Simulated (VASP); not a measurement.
GaAs, 2 atoms in the cell. The structure is cubic, space group F-43m (No. 216). Conventional cell: a = 5.244 Å, b = 5.244 Å, c = 5.244 Å, α = 90.00°, β = 90.00°, γ = 90.00°. Within 3.0 Å of Ga (site symmetry -43m) lie 4 As at 2.27 Å. As (site symmetry -43m) has 4 Ga at 2.27 Å within 3.0 Å.  This cell differs from its parent crystal: N replaced by As, lengths x 1.149, strained.

* Program: VASP 6.6.1
* Task: single point
* Functional: PBEsol
* Potentials or basis: VASP PAW PBE potentials, release 64 (Ga_d, As)
* Cutoff: 520 eV
* k mesh: 10 × 10 × 10
* Occupations: gaussian, width 0.02 eV
* Spin: no spin polarisation
* Dipole correction: no
* Further INCAR settings: ALGO = Normal; EDIFF = 1e-06; NBANDS = 16

Potentials or basis: VASP PAW PBE potentials, release 64 (Ga_d, As).

Command:

```bash
$ cat potpaw_PBE.64/Ga_d/POTCAR potpaw_PBE.64/As/POTCAR > POTCAR
$ mpirun -np 1 vasp_std > vasp.out
```

Hardware: 1 thread of Intel(R) Xeon(R) Platinum 8488C (Sapphire Rapids), on a shared host.

Q: How long does it take, and how much memory?

A: Wall time 32 s on 1 thread of Intel(R) Xeon(R) Platinum 8488C (Sapphire Rapids) (shared host), peak memory 0.17 GiB. Counts: scf iterations 12, k points 47.
